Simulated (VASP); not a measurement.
The system is SnSe.

```
CELL_PARAMETERS angstrom
0.00000 3.04961 3.04961
3.04961 0.00000 3.04961
3.04961 3.04961 0.00000
ATOMIC_POSITIONS crystal
Sn 0.00000 0.00000 0.00000
Se 0.50000 0.50000 0.50000
```

Base run:

- Program: VASP 6.6.1
- Functional: PBEsol
- Potentials or basis: VASP PAW PBE potentials, release 64 (Sn_d, Se)
- Cutoff: 520 eV
- k mesh: 8 × 8 × 8
- Occupations: fermi-dirac, width 0.05 eV
- Spin: no spin polarisation

Its results: band gap on the k mesh 0.49 eV, direct; pressure -3.6 GPa.

Question: The run is repeated on the same cell with these changes: functional from PBEsol to BLYP; dispersion from none to D3(BJ). What comes out?

Answer: Band gap on the k mesh 0.24 eV, direct; pressure -1.8 GPa.

Several settings changed at once, so the effect can't be laid on one alone.

Caveats: the PAW data sets were made with another functional, which shifts forces and pressure a little; spin-orbit coupling is left out, which moves the levels of the heavy elements.

A k mesh can miss the band edges.
